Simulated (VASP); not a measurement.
Here is a VASP 6.6.1 calculation.

Contents of INCAR:

```
SYSTEM = P
  PREC = Accurate
  ENCUT = 520
  EDIFF = 1E-6
  ISMEAR = -1
  SIGMA = 0.1
  LREAL = .False.
  LASPH = .True.
  NELM = 100
  ALGO = Normal
  ISIF = 2
  LWAVE = .False.
  LCHARG = .False.
  GGA = PE
  NBANDS = 14
```

The input KPOINTS:

```
Automatic mesh
0
Gamma
  9 9 14
  0 0 0
```

File POSCAR:

```
P
1.0
    4.3337636394      0.0000000000      0.0000000000
   -2.1668818197      3.7531494057      0.0000000000
    0.0000000000      0.0000000000      2.4429566265
P
3
Direct
    0.0000000000      0.0000000000      0.0000000000
    0.3333333333      0.6666666667      0.5000000000
    0.6666666667      0.3333333333      0.5000000000
```

Potentials or basis: VASP PAW PBE potentials, release 64 (P).

Run with:

```bash
$ cat potpaw_PBE.64/P/POTCAR > POTCAR
$ mpirun -np 1 vasp_std > vasp.out
```

Q: What does it give for the pressure?

A: 9.0 GPa.

Stress tensor (GPa, compression positive):
```
8.61 0.00 0.00
0.00 8.61 0.00
0.00 0.00 9.68
```
